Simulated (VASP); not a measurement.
Crystal: Co.

```xyz
2
Lattice="2.5201 0.0000 0.0000 -1.2600 2.1825 0.0000 0.0000 0.0000 4.1168" Properties=species:S:1:pos:R:3 pbc="T T T"
Co    0.0000    1.4550    3.0470
Co    1.2600    0.7275    1.0698
```

Base run:

* Program: VASP 6.6.1
* Functional: LDA
* Potentials or basis: VASP PAW LDA potentials, release 64 (Co_sv)
* Cutoff: 600 eV
* k mesh: 12 × 12 × 7
* Occupations: fermi-dirac, width 0.05 eV
* Spin: collinear spin, ferromagnetic start
* Starting moments: [2.0, 2.0] μB

Its results: pressure -27.4 GPa; net moment 3.20 μB per cell; site moments Co +1.64 μB; largest force 0.295 eV/Å.

**Question.** The run is repeated on the same cell with these changes: functional from LDA to PBEsol; potentials or basis from VASP PAW LDA potentials, release 64 (Co_sv) to VASP PAW PBE potentials, release 64 (Co_sv). What comes out?

**Answer.** Pressure -19.7 GPa; net moment 3.33 μB per cell; site moments Co +1.73 μB; largest force 0.320 eV/Å.

Caveats: the cell stands under tension; the PAW data sets were made with another functional, which shifts forces and pressure a little (at least some runs).
